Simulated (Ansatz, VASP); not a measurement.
# HfH6: VASP beside Ansatz

INCAR

```
SYSTEM = HfH6
  PREC = Accurate
  ENCUT = 600
  EDIFF = 1E-6
  ISMEAR = 0
  SIGMA = 0.1
  LREAL = .False.
  LASPH = .True.
  NELM = 60
  ALGO = Normal
  ISIF = 3
  LWAVE = .False.
  LCHARG = .False.
  GGA = PE
  IBRION = 2
  NSW = 90
  EDIFFG = -0.04
```

Contents of KPOINTS:

```
regular mesh
0
Gamma
  4 4 4
  0 0 0
```

POSCAR

```
HfH6
1.0
    3.8009508800      0.0000000000      0.0000000000
    0.0000000000      3.8009508800      0.0000000000
    0.0000000000      0.0000000000      3.8754478400
Hf H
1 6
Direct
    0.0000000000      0.0000000000      0.0000000000
    0.0758156500      0.7224074700      0.5000000000
    0.9241843500      0.2775925300      0.5000000000
    0.2775925300      0.0758156500      0.5000000000
    0.7224074700      0.9241843500      0.5000000000
    0.0000000000      0.5000000000      0.5000000000
    0.5000000000      0.0000000000      0.5000000000
```

Input for Ansatz:

```yaml
crystal:
  lattice:
    - [3.80095088, 0.0, 0.0]
    - [0.0, 3.80095088, 0.0]
    - [0.0, 0.0, 3.87544784]
  atoms:
    - { symbol: Hf, position: [0.0, 0.0, 0.0] }
    - { symbol: H, position: [0.07581565, 0.72240747, 0.5] }
    - { symbol: H, position: [0.92418435, 0.27759253, 0.5] }
    - { symbol: H, position: [0.27759253, 0.07581565, 0.5] }
    - { symbol: H, position: [0.72240747, 0.92418435, 0.5] }
    - { symbol: H, position: [0.0, 0.5, 0.5] }
    - { symbol: H, position: [0.5, 0.0, 0.5] }
basis:
  ecutwfc: 420
kpoints:
  mp_grid: { grid: [4, 4, 4] }
hamiltonian:
  xc: pbe
scf:
  occupations: { method: gaussian, width: 0.1 }
  lower_state_search: "off"
output:
  forces: true
  stress: true
  eigenvalues: true
relax:
  adjacent_minimum: "off"
  f_tol: 0.04
  max_steps: 70
  cell: { stress_tol: 0.4 }
```

Alike in both runs: task relaxation of cell and atoms; functional PBE; k mesh 4 × 4 × 4; occupations gaussian, width 0.1 eV; no spin polarisation.

```csv
,VASP,Ansatz
version,VASP 6.6.1,Ansatz 0.2.0
potentials or method,"VASP PAW PBE potentials, release 64 (Hf_pv, H), cutoff 600 eV","scalar-relativistic, plane waves, PAW"
valence electrons in the cell,16,32
```

|  | VASP | Ansatz | Ansatz less VASP |
| --- | --- | --- | --- |
| gap on the k mesh at the Fermi level, each at its own relaxed structure (eV) | none | none | - |
| relaxed volume (Å³/atom) | 8.05 | 8.08 | +0.029 |
| relaxed cell length with the largest relative difference (Å) | 2.793 | 2.812 | +0.0189 |

A gap of «none» marks a metal or a gap that the smearing closes. VASP's potentials hold 16 valence electrons a cell and Ansatz's 32, so a difference there can come from the potentials and not from the codes.

The k mesh is coarse, so the values compare programs but aren't converged. Spin-orbit coupling is off throughout.
